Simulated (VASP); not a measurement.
# Sn3Te: single point with PBE

Crystal: Sn3Te.

```
Te Sn
1.0
     4.92965    0.00000    0.00000
     0.00000    4.92965    0.00000
     0.00000    0.00000    4.92965
Te Sn
1 3
Direct
  0.00000 0.00000 0.00000
  0.00000 0.50000 0.50000
  0.50000 0.00000 0.50000
  0.50000 0.50000 0.00000
```

| Quantity | Value |
| --- | --- |
| Program | VASP 6.6.1 |
| Task | single point |
| Functional | PBE |
| Potentials or basis | VASP PAW PBE potentials, release 64 (Te, Sn_d) |
| Cutoff | 520 eV |
| k mesh | 6 × 6 × 6 |
| Occupations | fermi-dirac, width 0.05 eV |
| Spin | no spin polarisation |

```json
{
  "Pressure": "-1.3 GPa",
  "Band gap on the k mesh": "zero (bands 24 and 25 overlap by 2.94 eV)"
}
```

Levels at points of the mesh, in eV from the Fermi level:
```tsv
k point	band 21	band 22	band 23	band 24	band 25	band 26	band 27	band 28
(0.00, 0.00, 0.00)	-4.03	-4.03	0.38	0.38	0.38	1.87	1.87	1.87
(0.50, 0.00, 0.00)	-2.98	-1.64	-1.64	-1.48	-0.27	1.70	1.91	2.26
(0.50, 0.50, 0.00)	-1.95	-1.95	-1.86	-0.75	-0.06	-0.06	0.12	3.27
(0.50, 0.50, 0.50)	-4.97	-4.97	-4.14	2.67	2.67	2.67	5.14	5.14
```

It took 41 s on 1 thread of Intel(R) Xeon(R) 6975P-C (Granite Rapids), on a shared host, peak memory 0.26 GiB.

Caveat: spin-orbit coupling is left out, which moves the levels of the heavy elements.
